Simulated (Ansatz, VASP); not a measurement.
# Two plane-wave programs on MgO

```
CELL_PARAMETERS angstrom
0.00000 2.10711 2.07550
2.10711 0.00000 2.07550
2.10711 2.10711 0.00000
ATOMIC_POSITIONS crystal
Mg 0.00000 0.00000 0.00000
O 0.50000 0.50000 0.50000
```

Change from the starting cell: strain -0.0150 x Voigt [0, 0, 1, 0, 0, 0], atoms carried along.

Alike in both runs: task single point; functional PBEsol; k mesh 10 × 10 × 10; occupations gaussian, width 0.05 eV; no spin polarisation.

|  | VASP | Ansatz |
| --- | --- | --- |
| version | VASP 6.6.1 | Ansatz 0.2.0 |
| potentials or method | VASP PAW PBE potentials, release 64 (Mg, O), cutoff 520 eV | scalar-relativistic, plane waves, PAW |
| valence electrons in the cell | 8 | 16 |

|  | VASP | Ansatz | Ansatz less VASP |
| --- | --- | --- | --- |
| gap on the k mesh at the Fermi level (eV) | 4.75 | 4.75 | -0.001 |
| least direct gap on the mesh (eV) | 4.75 | 4.75 | -0.001 |
| pressure (GPa) | 2.0 | 2.5 | +0.49 |
| traceless stress, the component that is largest in VASP (GPa) | 2.31 | 2.29 | -0.014 |

VASP's potentials were made for PBE, not for PBEsol. VASP's potentials hold 8 valence electrons a cell and Ansatz's 16, so a difference there can come from the potentials and not from the codes.
